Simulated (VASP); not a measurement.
# Sc (Pm-3m) in VASP: single point with PBE

Aim: the single point of Sc with PBE.

Everything below comes from runs of VASP 6.6.1. Logs are shortened: lines on timing, memory, paths and dates and some standing lists are left out, and cuts for length are marked.

## 1. The cell of the first run

It takes space group Pm-3m (No. 221, cubic). The conventional cell has a = 2.970 Å, b = 2.970 Å, c = 2.970 Å, α = 90.00°, β = 90.00°, γ = 90.00°. Within 3.9 Å of Sc (site symmetry m-3m) lie 6 Sc at 2.97 Å.

This isn't the form of Sc at room conditions, which is hcp.

## 2. Single point, PBE

The input, INCAR:

```
PREC = Accurate
ENCUT = 520
EDIFF = 1E-6
ISMEAR = -1
SIGMA = 0.08
LREAL = F
LASPH = T
NELM = 60
ALGO = Normal
ISIF = 2
LWAVE = F
LCHARG = T
GGA = PE
LELF = T
LVHAR = T
NBANDS = 12
```

The input, KPOINTS:

```
regular mesh
0
Gamma
  13 13 13
```

The input, POSCAR:

```
Sc
1.0
    2.9704436732      0.0000000000      0.0000000000
    0.0000000000      2.9704436732      0.0000000000
    0.0000000000      0.0000000000      2.9704436732
Sc
1
Direct
    0.0000000000      0.0000000000      0.0000000000
```

Potentials or basis: VASP PAW PBE potentials, release 64 (Sc_sv).

On the command line:

```bash
cat potpaw_PBE.64/Sc_sv/POTCAR > POTCAR
mpirun -np 1 vasp_std > vasp.out
```

OUTCAR:

```text
PREC = Accurate
   ENCUT = 520
   EDIFF = 1E-6
   ISMEAR = -1
   LREAL = F
   LASPH = T
   NELM = 60
   ISIF = 2
   GGA = PE

 ion  position               nearest neighbor table
   1  0.000  0.000  0.000-

  LATTYP: Found a simple cubic cell.
 ALAT       =     2.9704436732

  Lattice vectors:

 A1 = (   2.9704436732,   0.0000000000,   0.0000000000)
 A2 = (   0.0000000000,   2.9704436732,   0.0000000000)
 A3 = (   0.0000000000,   0.0000000000,   2.9704436732)

Analysis of symmetry for initial positions (statically):
=====================================================================
 Subroutine PRICEL returns:
 Original cell was already a primitive cell.

 Routine SETGRP: Setting up the symmetry group for a
 simple cubic supercell.

 Subroutine GETGRP returns: Found 48 space group operations
 (whereof 48 operations were pure point group operations)
 out of a pool of 48 trial point group operations.

The static configuration has the point symmetry O_h .

Analysis of symmetry for dynamics (positions and initial velocities):
=====================================================================
 Subroutine PRICEL returns:
 Original cell was already a primitive cell.

 Routine SETGRP: Setting up the symmetry group for a
 simple cubic supercell.

 Subroutine GETGRP returns: Found 48 space group operations
 (whereof 48 operations were pure point group operations)
 out of a pool of 48 trial point group operations.

The dynamic configuration has the point symmetry O_h .

 Subroutine INISYM returns: Found 48 space group operations
 (whereof 48 operations are pure point group operations),
 and found     1 'primitive' translations

----------------------------------------------------------------------------------------

                                     Primitive cell

  volume of cell :      26.2098

  direct lattice vectors                    reciprocal lattice vectors
     2.970443673  0.000000000  0.000000000     0.336650046  0.000000000  0.000000000
     0.000000000  2.970443673  0.000000000     0.000000000  0.336650046  0.000000000
     0.000000000  0.000000000  2.970443673     0.000000000  0.000000000  0.336650046

  length of vectors
     2.970443673  2.970443673  2.970443673     0.336650046  0.336650046  0.336650046

  position of ions in fractional coordinates (direct lattice)
     0.000000000  0.000000000  0.000000000

  ion indices of the primitive-cell ions
   primitive index   ion index
                 1           1

----------------------------------------------------------------------------------------

 KPOINTS: regular mesh

Automatic generation of k-mesh.
 Grid dimensions read from file:
 generate k-points for:   13   13   13

 Generating k-lattice:

  Cartesian coordinates                     Fractional coordinates (reciprocal lattice)
     0.025896157  0.000000000  0.000000000     0.076923077  0.000000000  0.000000000
     0.000000000  0.025896157  0.000000000     0.000000000  0.076923077  0.000000000
     0.000000000  0.000000000  0.025896157     0.000000000  0.000000000  0.076923077

  Length of vectors
     0.025896157  0.025896157  0.025896157

  Shift w.r.t. Gamma in fractional coordinates (k-lattice)
     0.000000000  0.000000000  0.000000000

 Subroutine IBZKPT returns following result:
 ===========================================

 Found     84 irreducible k-points:

 Following reciprocal coordinates:
            Coordinates               Weight
  0.000000  0.000000  0.000000      1.000000
  0.076923  0.000000  0.000000      6.000000
  0.153846  0.000000  0.000000      6.000000
  0.230769  0.000000  0.000000      6.000000
  0.307692  0.000000  0.000000      6.000000
  0.384615  0.000000  0.000000      6.000000
[... 16 lines left out ...]
  0.307692  0.307692  0.000000     12.000000
  0.384615  0.307692  0.000000     24.000000
 [... further k-points ...]
   k-points           NKPTS =     84   k-points in BZ     NKDIM =     84   number of bands    NBANDS=     12
   number of dos      NEDOS =    301   number of ions     NIONS =      1
   total plane-waves  NPLWV =  13824
   dimension x,y,z NGX =    24 NGY =   24 NGZ =   24
   dimension x,y,z NGXF=    48 NGYF=   48 NGZF=   48
   ions per type =               1
   NGX,Y,Z   is equivalent  to a cutoff of  13.43, 13.43, 13.43 a.u.
   NGXF,Y,Z  is equivalent  to a cutoff of  26.86, 26.86, 26.86 a.u.
 SYSTEM =  unknown system
   PREC   = accura    normal or accurate (medium, high low for compatibility)
   ISTART =      0    job   : 0-new  1-cont  2-samecut
   ICHARG =      2    charge: 1-file 2-atom 10-const
   ISPIN  =      1    spin polarized calculation?
   LNONCOLLINEAR =      F non collinear calculations
   LSORBIT =      F    spin-orbit coupling
   LASPH  =      T    aspherical Exc in radial PAW
   ENCUT  =  520.0 eV  38.22 Ry    6.18 a.u.   5.52  5.52  5.52*2*pi/ulx,y,z
   NELM   =     60;   NELMIN=  2; NELMDL= -5     # of ELM steps
   EDIFF  = 0.1E-05   stopping-criterion for ELM
   LREAL  =      F    real-space projection
   EDIFFG = 0.1E-04   stopping-criterion for IOM
   NSW    =      0    number of steps for IOM
   IBRION =     -1    ionic relax: 0-MD 1-quasi-New 2-CG
   NFREE  =      0    steps in history (QN), initial steepest desc. (CG)
   ISIF   =      2    stress and relaxation
   ISYM   =      2    0-nonsym 1-usesym 2-fastsym
   POTIM  = 0.5000    time-step for ionic-motion
   TEBEG  =    0.0;   TEEND  =   0.0 temperature during run
   PSTRESS=    0.0 pullay stress
   NELECT =      11.0000    total number of electrons
   NUPDOWN=      -1.0000    fix difference up-down
   EMIN   =  10.00;   EMAX   =-10.00  energy-range for DOS
   EFERMI =   0.00;   METHOD = LEGACY
   ISMEAR =    -1;   SIGMA  =   0.08  broadening in eV -4-tet -1-fermi 0-gaus
   EFERMI_NEDOS =   21; number of points for ismear=-14 and -15
   IALGO  =     38    algorithm
   IMIX   =      4    mixing-type and parameters
     AMIX     =   0.40;   BMIX     =  1.00
     AMIX_MAG =   1.60;   BMIX_MAG =  1.00
  volume/ion in A,a.u.               =      26.21       176.87
  Fermi-wavevector in a.u.,A,eV,Ry     =   1.225701  2.316238 20.440604  1.502342
  Thomas-Fermi vector in A             =   2.360729
   LORBIT       =      0    0 simple, 1 ext, 2 COOP (PROOUT), +10 PAW based schemes
   GGA     = PE    functional components
   LHFCALC =     F    Hartree Fock is set to
   AEXX    =    0.0000 exact exchange contribution
   IVDW    =     0    specifies the selected vdW correction
   LEPSILON=     F    determine dielectric tensor
   LRPA    =     F    only Hartree local field effects (RPA)
 non-spin polarized calculation
  energy-cutoff  :      520.00
  volume of cell :       26.21
 maximum number of plane-waves:       739
 NGX is ok and might be reduce to    24
   NGX = 11   NGY = 11   NGZ = 11

 number of electron      10.9999998 magnetization

 Free energy of the ion-electron system (eV)
  ---------------------------------------------------
  ext. energy  EPLUGINS =         0.00000000
  ---------------------------------------------------
  free energy    TOTEN  =        -5.51364062 eV

  energy without entropy =       -5.45363826  energy(sigma->0) =       -5.48363944

 E-fermi :   3.4453     XC(G=0):  -9.5690

 val. band max:        3.4439650854   @ k =   0.3077   0.2308   0.0000
 cond. band min:       3.4521282759   @ k =   0.2308   0.2308   0.0000
 fundamental gap:      0.0081631905
 Fermi energy:         3.4453045221

 k-point     1 :       0.0000    0.0000    0.0000
  band No.  band energies     occupation
      1     -46.2498      2.00000
      2     -24.6267      2.00000
      3     -24.6267      2.00000
      4     -24.6267      2.00000
      5      -1.5555      2.00000
      6       2.9592      1.99541
      7       2.9592      1.99541
      8       7.1827      0.00000
      9       7.1827      0.00000
     10       7.1827      0.00000
     11      15.5916      0.00000
     12      15.5916      0.00000

 k-point     2 :       0.0769    0.0000    0.0000
  band No.  band energies     occupation
      1     -46.2463      2.00000
      2     -24.6569      2.00000
      3     -24.6242      2.00000
      4     -24.6242      2.00000
      5      -1.4358      2.00000
      6       2.9904      1.99324
      7       3.0315      1.98872
      8       7.0743      0.00000
      9       7.0743      0.00000
     10       7.1904      0.00000
     11      14.6943      0.00000
     12      15.7942      0.00000

 k-point     3 :       0.1538    0.0000    0.0000
  band No.  band energies     occupation
      1     -46.2366      2.00000
      2     -24.7398      2.00000
      3     -24.6171      2.00000
      4     -24.6171      2.00000
      5      -1.0875      2.00000
      6       3.0785      1.97979
      7       3.2234      1.88254
      8       6.7922      0.00000
      9       6.7922      0.00000
     10       7.2121      0.00000
     11      13.0988      0.00000
     12      16.3600      0.00000
[... 286 lines left out ...]
 k-point    23 :       0.3077    0.3077    0.0000
  band No.  band energies     occupation
      1     -46.1674      2.00000
      2     -24.9391      2.00000
      3     -24.9257      2.00000
      4     -24.5673      2.00000
      5       1.4199      2.00000
      6       3.3679      1.44935
      7       4.8604      0.00000
      8       5.4280      0.00000
      9       6.2133      0.00000
     10       6.3649      0.00000
     11      10.7457      0.00000
     12      13.0219      0.00000

 k-point    24 :       0.3846    0.3077    0.0000
  band No.  band energies     occupation
      1     -46.1555      2.00000
      2     -25.0274      2.00000
      3     -24.9196      2.00000
      4     -24.5588      2.00000
      5       1.8189      2.00000
      6       3.2626      1.81501
      7       5.0521      0.00000
      8       5.8661      0.00000
      9       6.0335      0.00000
     10       6.3581      0.00000
     11       9.9043      0.00000
     12      13.3466      0.00000

 [... further k-points ...]
[... 5 lines left out ...]
  --------------------------------------------------------------------------------------
  -------------------------------------------------------------------------------------
  Total        0.0037706      0.0037706      0.0037706     -0.0000000     -0.0000000     -0.0000000
  in kB        0.2304926      0.2304926      0.2304926     -0.0000000     -0.0000000     -0.0000000
  external PRESSURE =       0.2304926 kB  Pullay stress =       0.0000000 kB

 VOLUME and BASIS-vectors are now :
 -----------------------------------------------------------------------------
  energy-cutoff  :      520.00
  volume of cell :       26.21
      direct lattice vectors                 reciprocal lattice vectors
     2.970443673  0.000000000  0.000000000     0.336650046  0.000000000  0.000000000
     0.000000000  2.970443673  0.000000000     0.000000000  0.336650046  0.000000000
     0.000000000  0.000000000  2.970443673     0.000000000  0.000000000  0.336650046

 POSITION                                       TOTAL-FORCE (eV/Angst)
 -----------------------------------------------------------------------------------
      0.00000      0.00000      0.00000         0.000000      0.000000      0.000000
 -----------------------------------------------------------------------------------
    total drift:                                0.000000      0.000000      0.000000

  FREE ENERGIE OF THE ION-ELECTRON SYSTEM (eV)
  ---------------------------------------------------
  free  energy   TOTEN  =        -5.5136406227 eV

  energy  without entropy=       -5.4536382611  energy(sigma->0) =       -5.48363944
```

It took 29 s on 1 thread of Intel Xeon 8259CL, shared host; peak memory 0.15 GiB.

Results:

* Free energy: -5.5136 eV
* Pressure: 0.0 GPa
* Band gap on the k mesh: zero (an odd number of electrons rules out a gap without spin polarisation)
